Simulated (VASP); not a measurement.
Input of a VASP 6.6.1 run:

File POSCAR:

```
C
1.0
    0.0000000000      1.7801241434      1.7801241434
    1.7801241434      0.0000000000      1.7801241434
    1.7801241434      1.7801241434      0.0000000000
C
2
Direct
    0.0000000000      0.0000000000      0.0000000000
    0.2500000000      0.2500000000      0.2500000000
```

The input INCAR.step1:

```
ALGO = Normal ; EDIFF = 1E-5
ENCUT = 1430 ; GGA = PE
GGA_COMPAT = False ; ISMEAR = -1
LASPH = True ; LCHARG = False
LREAL = False ; LWAVE = True
NBANDS = 11 ; NELM = 120
PREC = Accurate ; SIGMA = 0.02
```

INCAR.step2

```
ALGO = Normal ; EDIFF = 1E-6
ENCUT = 1430 ; GGA_COMPAT = False
ISIF = 2 ; ISMEAR = -1
ISTART = 1 ; LASPH = True
LCHARG = False ; LMIXTAU = True
LREAL = False ; LWAVE = False
METAGGA = R2SCAN ; NBANDS = 11
NELM = 120 ; PREC = Accurate
SIGMA = 0.02
```

File KPOINTS:

```
k-points
0
Gamma
  12 12 12
```

Potentials or basis: VASP PAW PBE potentials, release 64 (C_h).

Launch:

```bash
$ cat potpaw_PBE.64/C_h/POTCAR > POTCAR
$ cp INCAR.step1 INCAR
$ mpirun -np 1 vasp_std > vasp.out
$ cp INCAR.step2 INCAR
$ mpirun -np 1 vasp_std > vasp.out
```

(1) What does it give for the pressure?

(2) Predict the band gap on the k mesh.

## Answers

(1) -0.6 GPa.

(2) 4.39 eV (least direct gap 5.89 eV).

Caveat: the PAW data sets were made with another functional, which shifts forces and pressure a little.
